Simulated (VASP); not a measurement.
WS2 (Tungstenite):

```xyz
6
Lattice="3.1587 0.0000 0.0000 -1.5793 2.7355 0.0000 0.0000 0.0000 12.4161" Properties=species:S:1:pos:R:3 pbc="T T T"
W     1.5793    0.9118    9.3121
W     0.0000    1.8237    3.1040
S     1.5793    0.9118    4.6560
S     0.0000    1.8237   10.8641
S     1.5793    0.9118    1.5520
S     0.0000    1.8237    7.7601
```

Base run:

* Program: VASP 6.6.1
* Functional: RPBE
* Dispersion: D3(BJ)
* Potentials or basis: VASP PAW PBE potentials, release 64 (W_sv, S)
* Cutoff: 520 eV
* k mesh: 10 × 10 × 3
* Occupations: fermi-dirac, width 0.05 eV
* Spin: no spin polarisation

Its results: band gap on the k mesh 1.17 eV, indirect (least direct gap 2.15 eV); pressure -11.4 GPa; largest force 0.038 eV/Å.

Task: The run is repeated on the same cell with these changes: functional from RPBE to PBE. What comes out?

Result: Band gap on the k mesh 1.12 eV, indirect (least direct gap 2.14 eV); pressure 1.7 GPa; largest force 0.504 eV/Å.

Caveats: spin-orbit coupling is left out, which moves the levels of the heavy elements; the PAW data sets were made with another functional, which shifts forces and pressure a little (some runs).

A k mesh can miss the band edges.
